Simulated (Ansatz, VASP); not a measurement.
# BN: VASP beside Ansatz

```
B N
1.0
     0.00000    1.81300    1.81300
     1.81300    0.00000    1.81300
     1.81300    1.81300    0.00000
B N
1 1
Cartesian
  0.0000 0.0000 0.0000
  0.9065 0.9065 0.9065
```

Alike in both runs: task relaxation of cell and atoms; functional r2SCAN; k mesh 12 × 12 × 12; occupations gaussian, width 0.02 eV; no spin polarisation.

|  | VASP | Ansatz |
| --- | --- | --- |
| version | VASP 6.6.1 | Ansatz 0.2.0 |
| potentials or method | VASP PAW PBE potentials, release 64 (B, N), cutoff 600 eV | scalar-relativistic, plane waves, PAW |
| valence electrons in the cell | 8 | 8 |

```tsv
	VASP	Ansatz	Ansatz less VASP
gap on the k mesh at the Fermi level, each at its own relaxed structure (eV)	4.98	4.99	+0.016
relaxed volume (Å³/atom)	5.90	5.88	-0.022
relaxed cell length with the largest relative difference (Å)	2.555	2.552	-0.0032
```

VASP's potentials were made for PBE, not for r2SCAN.
